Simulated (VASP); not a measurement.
Runs of VASP 6.6.1 on TiZn3. The structure is that of space group Pm-3m (No. 221), or close to it. The cells are those of the table. 

```tsv
cell	gap on the mesh (eV)	pressure (GPa)
a = 3.768 Å, 4 atoms	none	4.6
a = 3.824 Å, 4 atoms	none	-1.1
a = 3.879 Å, 4 atoms	none	(b)
a = 4.034 Å, 4 atoms	none	-14.4
a = 3.932 Å, 4 atoms	none	(a)
```

Alike in all rows: task single point; level LDA; potentials or basis VASP PAW LDA potentials, release 64 (Ti_sv, Zn); no spin polarisation; k mesh 6 × 6 × 6; cutoff (eV) 520; smearing fermi-dirac 0.05 eV.

Estimate the missing entries.

(a) -9.4; (b) -5.8.

A gap of «none» marks levels without a gap at the run's occupations.
